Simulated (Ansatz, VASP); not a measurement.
## Ti: VASP beside Ansatz

The input INCAR:

```
PREC     = Accurate       # precision mode
ENCUT    = 520            # plane-wave cutoff, eV
EDIFF    = 1E-6           # SCF threshold, eV
ISMEAR   = 0              # smearing method
SIGMA    = 0.1            # smearing width, eV
LREAL    = F              # projectors in reciprocal space
LASPH    = T              # aspherical terms in the spheres
NELM     = 100            # most SCF steps
ALGO     = Normal         # electronic algorithm
ISIF     = 2              # what is computed and relaxed
LWAVE    = F              # write WAVECAR
LCHARG   = F              # write CHGCAR
GGA      = PS             # functional
NBANDS   = 19             # bands
```

The input KPOINTS:

```
Automatic mesh
0
Gamma
  16 16 16
```

File POSCAR:

```
Ti
1.0
    3.3065390895      0.0000000000      0.0000000000
    0.0000000000      3.3065390895      0.0000000000
    0.0000000000      0.0000000000      3.3065390895
Ti
2
Direct
    0.0000000000      0.0000000000      0.0000000000
    0.5000000000      0.5000000000      0.5000000000
```

Input for Ansatz:

```yaml
crystal:
  lattice:
    - [3.3065390895, 0.0, 0.0]
    - [0.0, 3.3065390895, 0.0]
    - [0.0, 0.0, 3.3065390895]
  atoms:
    - { symbol: Ti, position: [0.0, 0.0, 0.0] }
    - { symbol: Ti, position: [0.5, 0.5, 0.5] }
basis:
  ecutwfc: 420
kpoints:
  mp_grid: { grid: [16, 16, 16] }
hamiltonian:
  xc: pbesol
scf:
  occupations: { method: gaussian, width: 0.1 }
output:
  forces: true
  stress: true
  eigenvalues: true
```

Change from the starting cell: equal strain along all axes, cell held, atoms relaxed: +3.0 %.

Alike in both runs: task single point; functional PBEsol; k mesh 16 × 16 × 16; occupations gaussian, width 0.1 eV; no spin polarisation.

|  | VASP | Ansatz |
| --- | --- | --- |
| version | VASP 6.6.1 | Ansatz 0.2.0 |
| potentials or method | VASP PAW PBE potentials, release 64 (Ti_sv), cutoff 520 eV | scalar-relativistic, plane waves, PAW |
| valence electrons in the cell | 24 | 24 |

```tsv
	VASP	Ansatz	Ansatz less VASP
gap on the k mesh at the Fermi level (eV)	none	none	-
pressure (GPa)	-8.8	-8.7	+0.12
```

VASP's potentials were made for PBE, not for PBEsol. A gap of «none» marks a metal or a gap that the smearing closes.
